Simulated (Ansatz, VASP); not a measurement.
Two plane-wave programs on Ge

```
CELL_PARAMETERS angstrom
-2.57019 2.57019 1.39508
2.57019 -2.57019 1.39508
2.57019 2.57019 -1.39508
ATOMIC_POSITIONS crystal
Ge 0.24827 0.73387 0.47991
Ge 0.49484 0.49878 0.99107
```

Alike in both runs: task single point; functional r2SCAN; k mesh 8 × 8 × 6; no spin polarisation.

|  | VASP | Ansatz |
| --- | --- | --- |
| version | VASP 6.6.1 | Ansatz 0.2.0 |
| potentials or method | VASP PAW PBE potentials, release 64 (Ge_d), cutoff 520 eV | plane waves, PAW |
| occupations | methfessel-paxton of order 1, width 0.1 eV | cold, width 0.1 eV |
| valence electrons in the cell | 28 | 28 |

|  | VASP | Ansatz | Ansatz less VASP |
| --- | --- | --- | --- |
| pressure (GPa) | 1.2 | 1.3 | +0.13 |
| traceless stress, the component that is largest in VASP (GPa) | 2.65 | 2.75 | +0.101 |
| rms of the force components (eV/Å) | 0.120 | 0.121 | +0.0008 |

VASP's potentials were made for PBE, not for r2SCAN. Atom by atom the forces differ by 0.002 eV/Å (rms over components). Ansatz's warnings: stress scf threshold loose.
